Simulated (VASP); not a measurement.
Rh: single point with PBEsol

The system is Rh.

```xyz
1
Lattice="0.0000 1.9087 1.9087 1.9087 0.0000 1.9087 1.9087 1.9087 0.0000" Properties=species:S:1:pos:R:3 pbc="T T T"
Rh    0.0000    0.0000    0.0000
```

This cell differs from its parent crystal: volume scaled by 1.03.

```
Program             : VASP 6.6.1
Task                : single point
Functional          : PBEsol
Potentials or basis : VASP PAW PBE potentials, release 64 (Rh_pv)
Cutoff              : 520 eV
k mesh              : 18 × 18 × 18
Occupations         : gaussian, width 0.1 eV
Spin                : no spin polarisation
```

| Property | Result |
| --- | --- |
| Pressure | -8.2 GPa |

Levels at points of the mesh, in eV from the Fermi level:
```tsv
k point	band 4	band 5	band 6	band 7	band 8	band 9	band 10	band 11
(0.00, 0.00, 0.00)	-7.97	-3.05	-3.05	-3.05	-0.98	-0.98	15.94	20.38
(0.50, 0.00, 0.00)	-6.08	-3.12	-3.12	0.56	0.56	0.66	8.46	15.44
(0.50, 0.50, 0.00)	-6.25	-5.88	0.54	0.96	0.96	3.16	12.07	13.16
```

Wall time 11 s on 1 thread of Intel(R) Xeon(R) 6975P-C (Granite Rapids), with other jobs on the host, peak memory 0.14 GiB.

Caveat: the PAW data sets were made with another functional, which shifts forces and pressure a little.
